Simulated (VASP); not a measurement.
**CuAu: single point with PBEsol**

Crystal: CuAu.

```
Cu Au
1.0
     2.76216    0.00000    0.00000
     0.00000    2.76216    0.00000
     0.00000    0.00000    3.62040
Cu Au
1 1
Cartesian
  1.3811 1.3811 1.8102
  0.0000 0.0000 0.0000
```

```
Program             : VASP 6.6.1
Task                : single point
Functional          : PBEsol
Potentials or basis : VASP PAW PBE potentials, release 64 (Cu, Au)
Cutoff              : 520 eV
k mesh              : 13 × 13 × 10
Occupations         : fermi-dirac, width 0.05 eV
Spin                : no spin polarisation
```

The pressure is 5.3 GPa. The band gap on the k mesh is zero (bands 11 and 12 overlap by 6.66 eV).

Levels at points of the mesh, in eV from the Fermi level:
```
           k point  band 9  band 10  band 11  band 12  band 13  band 14
(0.00, 0.00, 0.00)   -1.74    -1.50    -1.50     1.98     8.49    10.18
(0.00, 0.00, 0.50)   -2.49    -2.47    -2.47    -2.08    14.54    14.93
```

Wall time 93 s on 1 thread of Intel Xeon 8259CL, on a shared host, peak memory 0.21 GiB.

Caveat: the cell stands under pressure; the PAW data sets were made with another functional, which shifts forces and pressure a little; spin-orbit coupling is left out, which moves the levels of the heavy elements.
